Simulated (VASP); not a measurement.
LaMnIn:

```
CELL_PARAMETERS angstrom
4.59334 0.00000 0.00000
-2.29667 3.97795 0.00000
0.00000 0.00000 4.09656
ATOMIC_POSITIONS crystal
La 0.00000 0.00000 0.00000
In 0.33333 0.66667 0.50000
Mn 0.66667 0.33333 0.50000
```

Base run:

- Program: VASP 6.6.1
- Functional: PBE
- Potentials or basis: VASP PAW PBE potentials, release 64 (La, In_d, Mn_pv)
- Cutoff: 520 eV
- k mesh: 6 × 6 × 6
- Occupations: fermi-dirac, width 0.05 eV
- Spin: collinear spin, ferromagnetic start
- Starting moments: [0.0, 0.0, 5.0] μB
- Fixed moment: 5 μB

Its results: pressure 7.0 GPa; site moments La +0.19; In +0.05; Mn +3.92 μB.

**Question.** The run is repeated on the same cell with these changes: fixed moment from 5 μB to 6 μB; moments at the start from [0.0, 0.0, 5.0] to [0.0, 0.0, 6.0]. What comes out?

**Answer.** Pressure 8.5 GPa; site moments La +0.42; In +0.14; Mn +4.12 μB.

Caveats: the cell stands under pressure; the total moment is fixed, so each spin has its own Fermi level.
